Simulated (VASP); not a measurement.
# ZrH5 (P6/mmm) in VASP: notebook

Runs on ZrH5. Level: PBE. Tasks: single point.

All numbers are computed with VASP 6.6.1; they aren't measurements. Logs are shortened: lines on timing, memory, paths and dates and some standing lists are left out, and cuts for length are marked.

## Step 1: The cell of the first run

The structure is hexagonal, space group P6/mmm (No. 191). The conventional cell has a = 4.051 Å, b = 4.051 Å, c = 5.273 Å, α = 90.00°, β = 90.00°, γ = 120.00°. Within 2.7 Å of Zr (site symmetry 6/mmm) lie 8 H at 2.03 to 2.18 Å. Within 2.7 Å of H (site symmetry mmm) lie 2 Zr at 2.03 Å and 4 H at 2.03 Å. Within 1.2 Å of H (site symmetry 6mm) lie 1 H at 0.91 Å.

## Step 2: Single point, PBE

Input file INCAR:

```
ALGO = Normal
EDIFF = 1E-6
ENCUT = 500
GGA = PE
GGA_COMPAT = False
ISIF = 2
ISMEAR = 0
LASPH = True
LCHARG = True
LELF = True
LREAL = False
LVHAR = True
LWAVE = False
NBANDS = 18
NELM = 120
PREC = Accurate
SIGMA = 0.2
```

Input file KPOINTS:

```
k-points
0
Gamma
  5 5 3
```

Input file POSCAR:

```
ZrH5
1.0
    4.0509736708      0.0000000000      0.0000000000
   -2.0254868354      3.5082461090      0.0000000000
    0.0000000000      0.0000000000      5.2728947996
Zr H
1 5
Direct
    0.0000000000      0.0000000000      0.0000000000
    0.5000000000      0.0000000000      0.0000000000
    0.0000000000      0.5000000000      0.0000000000
    0.5000000000      0.5000000000      0.0000000000
    0.0000000000      0.0000000000      0.5858304279
    0.0000000000      0.0000000000      0.4141695721
```

Potentials or basis: VASP PAW PBE potentials, release 64 (Zr_sv, H).

Run with:

```bash
cat potpaw_PBE.64/Zr_sv/POTCAR potpaw_PBE.64/H/POTCAR > POTCAR
mpirun -np 1 vasp_std > vasp.out
```

OUTCAR:

```text
EDIFF = 1E-6
   ENCUT = 500
   GGA = PE
   ISIF = 2
   ISMEAR = 0
   LASPH = True
   LREAL = False
   NELM = 120
   PREC = Accurate

 ion  position               nearest neighbor table
   1  0.000  0.000  0.000-   2 2.03   2 2.03   4 2.03   3 2.03   3 2.03   4 2.03   6 2.18   5 2.18

   2  0.500  0.000  0.000-   1 2.03   1 2.03
   3  0.000  0.500  0.000-   1 2.03   1 2.03
   4  0.500  0.500  0.000-   1 2.03   1 2.03
   5  0.000  0.000  0.586-   1 2.18
   6  0.000  0.000  0.414-   1 2.18

  LATTYP: Found a hexagonal cell.
 ALAT       =     4.0509736708
 C/A-ratio  =     1.3016364035

  Lattice vectors:

 A1 = (   4.0509736708,   0.0000000000,   0.0000000000)
 A2 = (  -2.0254868354,   3.5082461090,   0.0000000000)
 A3 = (   0.0000000000,   0.0000000000,   5.2728947996)

Analysis of symmetry for initial positions (statically):
=====================================================================
 Subroutine PRICEL returns:
 Original cell was already a primitive cell.

 Routine SETGRP: Setting up the symmetry group for a
 hexagonal supercell.

 Subroutine GETGRP returns: Found 24 space group operations
 (whereof 24 operations were pure point group operations)
 out of a pool of 24 trial point group operations.

The static configuration has the point symmetry D_6h.

Analysis of symmetry for dynamics (positions and initial velocities):
=====================================================================
 Subroutine PRICEL returns:
 Original cell was already a primitive cell.

 Routine SETGRP: Setting up the symmetry group for a
 hexagonal supercell.

 Subroutine GETGRP returns: Found 24 space group operations
 (whereof 24 operations were pure point group operations)
 out of a pool of 24 trial point group operations.

The dynamic configuration has the point symmetry D_6h.

 Subroutine INISYM returns: Found 24 space group operations
 (whereof 24 operations are pure point group operations),
 and found     1 'primitive' translations

----------------------------------------------------------------------------------------

                                     Primitive cell

  volume of cell :      74.9374

  direct lattice vectors                    reciprocal lattice vectors
     4.050973671  0.000000000  0.000000000     0.246854233  0.142521358  0.000000000
    -2.025486835  3.508246109  0.000000000     0.000000000  0.285042716  0.000000000
     0.000000000  0.000000000  5.272894800     0.000000000  0.000000000  0.189649147

  length of vectors
     4.050973671  4.050973671  5.272894800     0.285042716  0.285042716  0.189649147

  position of ions in fractional coordinates (direct lattice)
     0.000000000  0.000000000  0.000000000
     0.500000000  0.000000000  0.000000000
     1.000000000  0.500000000  0.000000000
     0.500000000  0.500000000  0.000000000
     0.000000000  0.000000000  0.585830428
     0.000000000  0.000000000  0.414169572

  ion indices of the primitive-cell ions
   primitive index   ion index
                 1           1
                 2           2
                 3           3
                 4           4
                 5           5
                 6           6

----------------------------------------------------------------------------------------

 KPOINTS: k-points

Automatic generation of k-mesh.
 Grid dimensions read from file:
 generate k-points for:    5    5    3

 Generating k-lattice:

  Cartesian coordinates                     Fractional coordinates (reciprocal lattice)
     0.049370847  0.028504272  0.000000000     0.200000000 -0.000000000  0.000000000
     0.000000000  0.057008543  0.000000000     0.000000000  0.200000000  0.000000000
     0.000000000  0.000000000  0.063216382     0.000000000  0.000000000  0.333333333

  Length of vectors
     0.057008543  0.057008543  0.063216382

  Shift w.r.t. Gamma in fractional coordinates (k-lattice)
     0.000000000  0.000000000  0.000000000

 Subroutine IBZKPT returns following result:
 ===========================================

 Found     10 irreducible k-points:

 Following reciprocal coordinates:
            Coordinates               Weight
  0.000000  0.000000  0.000000      1.000000
  0.200000 -0.000000  0.000000      6.000000
  0.400000 -0.000000  0.000000      6.000000
  0.200000  0.200000  0.000000      6.000000
  0.400000  0.200000  0.000000      6.000000
  0.000000  0.000000  0.333333      2.000000
  0.200000 -0.000000  0.333333     12.000000
  0.400000 -0.000000  0.333333     12.000000
  0.200000  0.200000  0.333333     12.000000
  0.400000  0.200000  0.333333     12.000000
   k-points           NKPTS =     10   k-points in BZ     NKDIM =     10   number of bands    NBANDS=     18
   number of dos      NEDOS =    301   number of ions     NIONS =      6
   total plane-waves  NPLWV =  36000
   dimension x,y,z NGX =    30 NGY =   30 NGZ =   40
   dimension x,y,z NGXF=    60 NGYF=   60 NGZF=   80
   ions per type =               1   5
   NGX,Y,Z   is equivalent  to a cutoff of  12.31, 12.31, 12.61 a.u.
   NGXF,Y,Z  is equivalent  to a cutoff of  24.62, 24.62, 25.22 a.u.
 SYSTEM =  unknown system
   PREC   = accura    normal or accurate (medium, high low for compatibility)
   ISTART =      0    job   : 0-new  1-cont  2-samecut
   ICHARG =      2    charge: 1-file 2-atom 10-const
   ISPIN  =      1    spin polarized calculation?
   LNONCOLLINEAR =      F non collinear calculations
   LSORBIT =      F    spin-orbit coupling
   LASPH  =      T    aspherical Exc in radial PAW
   ENCUT  =  500.0 eV  36.75 Ry    6.06 a.u.   7.39  7.39  9.61*2*pi/ulx,y,z
   NELM   =    120;   NELMIN=  2; NELMDL= -5     # of ELM steps
   EDIFF  = 0.1E-05   stopping-criterion for ELM
   LREAL  =      F    real-space projection
   EDIFFG = 0.1E-04   stopping-criterion for IOM
   NSW    =      0    number of steps for IOM
   IBRION =     -1    ionic relax: 0-MD 1-quasi-New 2-CG
   NFREE  =      0    steps in history (QN), initial steepest desc. (CG)
   ISIF   =      2    stress and relaxation
   ISYM   =      2    0-nonsym 1-usesym 2-fastsym
   POTIM  = 0.5000    time-step for ionic-motion
   TEBEG  =    0.0;   TEEND  =   0.0 temperature during run
   PSTRESS=    0.0 pullay stress
   NELECT =      17.0000    total number of electrons
   NUPDOWN=      -1.0000    fix difference up-down
   EMIN   =  10.00;   EMAX   =-10.00  energy-range for DOS
   EFERMI =   0.00;   METHOD = LEGACY
   ISMEAR =     0;   SIGMA  =   0.20  broadening in eV -4-tet -1-fermi 0-gaus
   EFERMI_NEDOS =   21; number of points for ismear=-14 and -15
   IALGO  =     38    algorithm
   IMIX   =      4    mixing-type and parameters
     AMIX     =   0.40;   BMIX     =  1.00
     AMIX_MAG =   1.60;   BMIX_MAG =  1.00
  volume/ion in A,a.u.               =      12.49        84.28
  Fermi-wavevector in a.u.,A,eV,Ry     =   0.998447  1.886791 13.563595  0.996896
  Thomas-Fermi vector in A             =   2.130671
   LORBIT       =      0    0 simple, 1 ext, 2 COOP (PROOUT), +10 PAW based schemes
   GGA     = PE    functional components
   LHFCALC =     F    Hartree Fock is set to
   AEXX    =    0.0000 exact exchange contribution
   IVDW    =     0    specifies the selected vdW correction
   LEPSILON=     F    determine dielectric tensor
   LRPA    =     F    only Hartree local field effects (RPA)
 non-spin polarized calculation
 Gauss-broadening in eV      SIGMA  =   0.20
  energy-cutoff  :      500.00
  volume of cell :       74.94
 maximum number of plane-waves:      1927
 NGX is ok and might be reduce to    30
   NGX = 15   NGY = 15   NGZ = 19

 number of electron      16.9999997 magnetization

 Free energy of the ion-electron system (eV)
  ---------------------------------------------------
  ext. energy  EPLUGINS =         0.00000000
  ---------------------------------------------------
  free energy    TOTEN  =       -23.02237052 eV

  energy without entropy =      -22.95693452  energy(sigma->0) =      -22.98965252

 E-fermi :   1.1650     XC(G=0):  -7.3119

 val. band max:        1.1391356010   @ k =   0.4000   0.2000   0.3333
 cond. band min:       1.4168358133   @ k =   0.4000  -0.0000   0.3333
 fundamental gap:      0.2777002124
 Fermi energy:         1.1649784325

 k-point     1 :       0.0000    0.0000    0.0000
  band No.  band energies     occupation
      1     -48.1680      2.00000
      2     -26.3796      2.00000
      3     -26.0156      2.00000
      4     -26.0156      2.00000
      5      -6.5196      2.00000
      6      -5.3476      2.00000
[... 10 lines left out ...]
     17       9.9586      0.00000
     18      10.5652      0.00000

 k-point     2 :       0.2000   -0.0000    0.0000
  band No.  band energies     occupation
      1     -48.1660      2.00000
      2     -26.3771      2.00000
      3     -26.0559      2.00000
      4     -26.0266      2.00000
      5      -6.2702      2.00000
      6      -4.9316      2.00000
[... 10 lines left out ...]
     17      10.1793      0.00000
     18      10.4573      0.00000

 k-point     3 :       0.4000   -0.0000    0.0000
  band No.  band energies     occupation
      1     -48.1627      2.00000
      2     -26.3730      2.00000
      3     -26.1202      2.00000
      4     -26.0442      2.00000
      5      -5.9694      2.00000
      6      -3.7473      2.00000
[... 10 lines left out ...]
     17      10.3360      0.00000
     18      10.3477      0.00000

 k-point     4 :       0.2000    0.2000    0.0000
  band No.  band energies     occupation
      1     -48.1633      2.00000
      2     -26.3738      2.00000
      3     -26.0980      2.00000
      4     -26.0510      2.00000
      5      -6.0193      2.00000
      6      -4.0490      2.00000
[... 81 lines left out ...]
      4     -26.0441      2.00000
      5      -5.5624      2.00000
      6      -3.7746      2.00000
[... 10 lines left out ...]
     17      10.6532      0.00000
     18      11.1111      0.00000

 k-point     9 :       0.2000    0.2000    0.3333
  band No.  band energies     occupation
      1     -48.1633      2.00000
      2     -26.3775      2.00000
      3     -26.0979      2.00000
      4     -26.0509      2.00000
      5      -5.6043      2.00000
      6      -4.0919      2.00000
[... 10 lines left out ...]
     17      10.0626      0.00000
     18      12.3254      0.00000

 k-point    10 :       0.4000    0.2000    0.3333
  band No.  band energies     occupation
      1     -48.1617      2.00000
      2     -26.3754      2.00000
      3     -26.1182      2.00000
      4     -26.0714      2.00000
      5      -5.4999      2.00000
      6      -2.8814      2.00000
[... 10 lines left out ...]
     17      10.2703      0.00000
     18      11.2203      0.00000

------------------------ aborting loop because EDIFF is reached ----------------------------------------

  FORCE on cell =-STRESS in cart. coord.  units (eV):
  Direction    XX          YY          ZZ          XY          YZ          ZX
  --------------------------------------------------------------------------------------
  -------------------------------------------------------------------------------------
  Total        0.0009102      0.0009102      0.0022002      0.0000000     -0.0000000      0.0000000
  in kB        0.0194598      0.0194598      0.0470410      0.0000000     -0.0000000      0.0000000
  external PRESSURE =       0.0286535 kB  Pullay stress =       0.0000000 kB

 VOLUME and BASIS-vectors are now :
 -----------------------------------------------------------------------------
  energy-cutoff  :      500.00
  volume of cell :       74.94
      direct lattice vectors                 reciprocal lattice vectors
     4.050973671  0.000000000  0.000000000     0.246854233  0.142521358  0.000000000
    -2.025486835  3.508246109  0.000000000     0.000000000  0.285042716  0.000000000
     0.000000000  0.000000000  5.272894800     0.000000000  0.000000000  0.189649147

 POSITION                                       TOTAL-FORCE (eV/Angst)
 -----------------------------------------------------------------------------------
      0.00000      0.00000      0.00000        -0.000000     -0.000000      0.000000
      2.02549      0.00000      0.00000        -0.000000     -0.000000      0.000000
     -1.01274      1.75412      0.00000        -0.000000     -0.000000      0.000000
      1.01274      1.75412      0.00000        -0.000000     -0.000000      0.000000
      0.00000      0.00000      3.08902         0.000000      0.000000      0.030255
      0.00000      0.00000      2.18387         0.000000     -0.000000     -0.030255
 -----------------------------------------------------------------------------------
    total drift:                               -0.000000     -0.000000      0.000000

  FREE ENERGIE OF THE ION-ELECTRON SYSTEM (eV)
  ---------------------------------------------------
  free  energy   TOTEN  =       -23.0223705220 eV

  energy  without entropy=      -22.9569345241  energy(sigma->0) =      -22.98965252
```

Wall time 19 s (1 thread of AMD EPYC 7R43 (Zen 3), shared host); peak memory 0.15 GiB.

What came out:

```
Free energy   : -23.0224 eV
Pressure      : 0.0 GPa
Largest force : 0.030 eV/Å
```

Forces in eV/Å, atoms in the order of the input:
```
Zr   0.000  0.000  0.000
H    0.000  0.000  0.000
H    0.000  0.000  0.000
H    0.000  0.000  0.000
H    0.000  0.000  0.030
H    0.000  0.000 -0.030
```

Caveat: the k points lie up to 0.40 Å⁻¹ apart.

## Step 3: Single point, PBE

This run uses another cell than the first one, of 6.34 Å³/atom, 0.508 times its volume.

Input file INCAR:

```
SYSTEM = ZrH5
PREC = Accurate
ENCUT = 500
EDIFF = 1E-6
ISMEAR = 0
SIGMA = 0.1
LREAL = .False.
LASPH = .True.
NELM = 120
ALGO = Normal
ISIF = 2
LWAVE = .False.
LCHARG = .False.
GGA = PE
NBANDS = 18
GGA_COMPAT = .False.
```

Input file KPOINTS:

```
regular mesh
0
Gamma
  6 6 4
  0 0 0
```

Input file POSCAR:

```
ZrH5
1.0
    3.2738559106      0.0000000000      0.0000000000
   -1.6369279553      2.8352423869      0.0000000000
    0.0000000000      0.0000000000      4.0986596664
Zr H
1 5
Direct
    0.0000000000      0.0000000000      0.5000000000
    0.3333333333      0.6666666667      0.2635021919
    0.6666666667      0.3333333333      0.2635021919
    0.0000000000      0.0000000000      0.0000000000
    0.3333333333      0.6666666667      0.7364978081
    0.6666666667      0.3333333333      0.7364978081
```

Potentials or basis: VASP PAW PBE potentials, release 64 (Zr_sv, H).

Run with:

```bash
cat potpaw_PBE.64/Zr_sv/POTCAR potpaw_PBE.64/H/POTCAR > POTCAR
mpirun -np 1 vasp_std > vasp.out
```

OUTCAR:

```text
SYSTEM = ZrH5
   PREC = Accurate
   ENCUT = 500
   EDIFF = 1E-6
   ISMEAR = 0
   LREAL = .False.
   LASPH = .True.
   NELM = 120
   ISIF = 2
   GGA = PE

 ion  position               nearest neighbor table
   1  0.000  0.000  0.500-   4 2.05   4 2.05   2 2.12   5 2.12   6 2.12   3 2.12   2 2.12   5 2.12
                             3 2.12   6 2.12   3 2.12   6 2.12   2 2.12   5 2.12
   2  0.333  0.667  0.264-   1 2.12   1 2.12   1 2.12
   3  0.667  0.333  0.264-   1 2.12   1 2.12   1 2.12
   4  0.000  0.000  0.000-   1 2.05   1 2.05
   5  0.333  0.667  0.736-   1 2.12   1 2.12   1 2.12
   6  0.667  0.333  0.736-   1 2.12   1 2.12   1 2.12

  LATTYP: Found a hexagonal cell.
 ALAT       =     3.2738559106
 C/A-ratio  =     1.2519364866

  Lattice vectors:

 A1 = (   3.2738559106,   0.0000000000,   0.0000000000)
 A2 = (  -1.6369279553,   2.8352423869,   0.0000000000)
 A3 = (   0.0000000000,   0.0000000000,   4.0986596664)

Analysis of symmetry for initial positions (statically):
=====================================================================
 Subroutine PRICEL returns:
 Original cell was already a primitive cell.
[... 179 lines left out ...]
 fundamental gap:      0.1319578573
 Fermi energy:         5.9093251326

 k-point     1 :       0.0000    0.0000    0.0000
  band No.  band energies     occupation
      1     -43.1293      2.00000
      2     -21.1061      2.00000
      3     -20.9216      2.00000
      4     -20.9216      2.00000
      5      -4.5600      2.00000
      6       1.5539      2.00000
[... 418 lines left out ...]
      5       0.9390      2.00000
      6       0.9390      2.00000
[... 10 lines left out ...]
     17      19.2088      0.00000
     18      19.5522      0.00000

------------------------ aborting loop because EDIFF is reached ----------------------------------------

  FORCE on cell =-STRESS in cart. coord.  units (eV):
  Direction    XX          YY          ZZ          XY          YZ          ZX
  --------------------------------------------------------------------------------------
  -------------------------------------------------------------------------------------
  Total        0.0213444      0.0213444      0.1271180      0.0000000      0.0000000     -0.0000000
  in kB        0.8988822      0.8988822      5.3533529      0.0000000      0.0000000     -0.0000000
  external PRESSURE =       2.3837058 kB  Pullay stress =       0.0000000 kB

 VOLUME and BASIS-vectors are now :
 -----------------------------------------------------------------------------
  energy-cutoff  :      500.00
  volume of cell :       38.04
      direct lattice vectors                 reciprocal lattice vectors
     3.273855911  0.000000000  0.000000000     0.305450218  0.176351765  0.000000000
    -1.636927955  2.835242387  0.000000000     0.000000000  0.352703531  0.000000000
     0.000000000  0.000000000  4.098659666     0.000000000  0.000000000  0.243982199

 POSITION                                       TOTAL-FORCE (eV/Angst)
 -----------------------------------------------------------------------------------
      0.00000      0.00000      2.04933        -0.000000      0.000000      0.000000
     -0.00000      1.89016      1.08001        -0.000000     -0.000000     -0.025334
      1.63693      0.94508      1.08001         0.000000      0.000000     -0.025334
      0.00000      0.00000      0.00000        -0.000000      0.000000      0.000000
     -0.00000      1.89016      3.01865        -0.000000     -0.000000      0.025334
      1.63693      0.94508      3.01865         0.000000      0.000000      0.025334
 -----------------------------------------------------------------------------------
    total drift:                               -0.000000      0.000000      0.000000

  FREE ENERGIE OF THE ION-ELECTRON SYSTEM (eV)
  ---------------------------------------------------
  free  energy   TOTEN  =       -25.7352533690 eV

  energy  without entropy=      -25.7316479003  energy(sigma->0) =      -25.73345063
```

OSZICAR:

```text
N       E                     dE             d eps       ncg     rms          rms(c)
DAV:   1     0.894475654194E+02    0.89448E+02   -0.75809E+03   756   0.827E+02
DAV:   2    -0.217432577919E+02   -0.11119E+03   -0.10598E+03   910   0.245E+02
DAV:   3    -0.271717182632E+02   -0.54285E+01   -0.53613E+01  1192   0.435E+01
DAV:   4    -0.274401115788E+02   -0.26839E+00   -0.26799E+00   922   0.593E+00
DAV:   5    -0.274441112033E+02   -0.39996E-02   -0.39994E-02   994   0.683E-01    0.212E+01
DAV:   6    -0.258835968100E+02    0.15605E+01   -0.15384E+00   810   0.102E+01    0.818E+00
DAV:   7    -0.257450295100E+02    0.13857E+00   -0.53338E-01   958   0.485E+00    0.136E+00
DAV:   8    -0.257481170851E+02   -0.30876E-02   -0.12396E-01   850   0.285E+00    0.122E+00
DAV:   9    -0.257356063419E+02    0.12511E-01   -0.17103E-02   804   0.109E+00    0.282E-01
DAV:  10    -0.257354432448E+02    0.16310E-03   -0.36076E-03   924   0.444E-01    0.207E-01
DAV:  11    -0.257352547659E+02    0.18848E-03   -0.46456E-04   834   0.164E-01    0.328E-02
DAV:  12    -0.257352555453E+02   -0.77938E-06   -0.22127E-05   916   0.324E-02    0.871E-03
DAV:  13    -0.257352539416E+02    0.16037E-05   -0.23990E-06   838   0.131E-02    0.796E-03
DAV:  14    -0.257352533690E+02    0.57260E-06   -0.63153E-07   522   0.648E-03
   1 F= -.25735253E+02 E0= -.25733451E+02  d E =-.360547E-02
```

Wall time 14 s (1 thread of AMD EPYC 7R43 (Zen 3), shared host); peak memory 0.11 GiB.

Results:

```
Free energy   : -25.7353 eV
Pressure      : 0.2 GPa
Largest force : 0.025 eV/Å
```

Forces in eV/Å, atoms in the order of the input:
```
Zr   0.000  0.000  0.000
H    0.000  0.000 -0.025
H    0.000  0.000 -0.025
H    0.000  0.000  0.000
H    0.000  0.000  0.025
H    0.000  0.000  0.025
```

Caveat: the k points lie up to 0.38 Å⁻¹ apart.
